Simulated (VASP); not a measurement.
Write the native input for VASP 6.6.1 that does the following.

| Item | Value |
| --- | --- |
| Task | single point |
| Functional | LDA |
| Potentials or basis | VASP PAW LDA potentials, release 64 (Re) |
| Cutoff | 600 eV |
| k mesh | 14 × 14 × 14 |
| Occupations | fermi-dirac, width 0.03 eV |
| Spin | no spin polarisation |
| Dipole correction | no |
| Further INCAR settings | ALGO = Normal; EDIFF = 1e-06; NBANDS = 10 |

The structure of Re lies in POSCAR:

```
Re
1.0
    0.0000000000      2.0137353243      2.0137353243
    2.0137353243      0.0000000000      2.0137353243
    2.0137353243      2.0137353243      0.0000000000
Re
1
Direct
    0.0000000000      0.0000000000      0.0000000000
```

This isn't the form of Re at room conditions, which is hcp.

These files were run (other wordings do the same):

INCAR

```
SYSTEM = Re
PREC = Accurate
ENCUT = 600
EDIFF = 1E-6
ISMEAR = -1
SIGMA = 0.03
LREAL = .FALSE.
LASPH = .TRUE.
NELM = 120
ALGO = Normal
ISIF = 2
LWAVE = .FALSE.
LCHARG = .TRUE.
LELF = .TRUE.
LVHAR = .TRUE.
NBANDS = 10
GGA_COMPAT = .FALSE.
```

KPOINTS

```
regular mesh
0
G
  14 14 14
  0 0 0
```

Potentials or basis: VASP PAW LDA potentials, release 64 (Re).

Launch:

```console
$ cat potpaw_LDA.64/Re/POTCAR > POTCAR
$ mpirun -np 1 vasp_std > vasp.out
```

Results of the run:

```yaml
Pressure: -38.2 GPa
Band_gap_on_the_k_mesh: zero (an odd number of electrons rules out a gap without spin polarisation)
```

Caveat: the cell stands under tension; spin-orbit coupling is left out, which moves the levels of the heavy elements.

It took 20 s on 1 thread of Intel(R) Xeon(R) Platinum 8259CL CPU @ 2.50GHz (Skylake/Cascade Lake), with other jobs on the host, peak memory 0.14 GiB.
